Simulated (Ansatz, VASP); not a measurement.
## One calculation of VWC2, two programs

The input INCAR:

```
SYSTEM = VWC2
  PREC = Accurate
  ENCUT = 520
  EDIFF = 1E-6
  ISMEAR = -1
  SIGMA = 0.05
  LREAL = .False.
  LASPH = .True.
  NELM = 150
  ALGO = Normal
  ISIF = 2
  LWAVE = .False.
  LCHARG = .False.
  ISPIN = 2
  MAGMOM = 0 2 0 0
  LORBIT = 11
  NUPDOWN = 2.0
  LMAXMIX = 4
  GGA = PS
  NBANDS = 30
```

KPOINTS

```
Automatic mesh
0
Gamma
  9 9 9
  0 0 0
```

File POSCAR:

```
VWC2
1.0
    1.5170411163      0.8758640969      4.9338931930
   -1.5170411163      0.8758640969      4.9338931930
    0.0000000000     -1.7517281937      4.9338931930
W V C
1 1 2
Direct
    0.0000000000      0.0000000000      0.0000000000
    0.5000000000      0.5000000000      0.5000000000
    0.2464940000      0.2464940000      0.2464940000
    0.7535060000      0.7535060000      0.7535060000
```

File input.yaml:

```yaml
crystal:
  lattice:
    - [1.5170411163, 0.8758640969, 4.933893193]
    - [-1.5170411163, 0.8758640969, 4.933893193]
    - [0.0, -1.7517281937, 4.933893193]
  atoms:
    - { symbol: W, position: [0.0, 0.0, 0.0] }
    - { symbol: V, position: [0.5, 0.5, 0.5], spin: 2.0 }
    - { symbol: C, position: [0.246494, 0.246494, 0.246494] }
    - { symbol: C, position: [0.753506, 0.753506, 0.753506] }
hamiltonian:
  xc: pbesol
  pseudopotentials: { kind: paw }
magnetization:
  spin_polarized: true
  initial_magnetization: 2.0
  spin_locking: { lock_magnetization: hard }
kpoints:
  mp_grid: { grid: [9, 9, 9] }
scf:
  occupations: { method: fermi_dirac, width: 0.05 }
  lower_state_search: "off"
output:
  forces: true
  stress: true
  eigenvalues: true
```

Alike in both runs: task single point; functional PBEsol; k mesh 9 × 9 × 9; occupations fermi-dirac, width 0.05 eV; collinear spin; fixed moment 2 μB.

```csv
,VASP,Ansatz
version,VASP 6.6.1,Ansatz 0.2.0
potentials or method,"VASP PAW PBE potentials, release 64 (W_sv, V_sv, C)",Ansatz PAW
plane-wave cutoff (eV),520,420
valence electrons in the cell,35,35
```

|  | VASP | Ansatz | Ansatz less VASP |
| --- | --- | --- | --- |
| pressure (GPa) | -3.6 | -4.4 | -0.83 |
| traceless stress, the component that is largest in VASP (GPa) | 0.21 | 0.26 | +0.052 |
| rms of the force components (eV/Å) | 0.174 | 0.181 | +0.0076 |
| net moment per atom (μB) | 0.50 | 0.50 | 0.000 |
| size of the moment on the site where the two differ most (μB) | 1.20 | 1.00 | -0.196 |

VASP's potentials were made for PBE, not for PBEsol. Site moments also hang on the region over which each program counts them. Atom by atom the forces differ by 0.008 eV/Å (rms over components). With one functional, cell and mesh, what is left measures potentials, basis and numerics.

Spin-orbit coupling is off throughout.
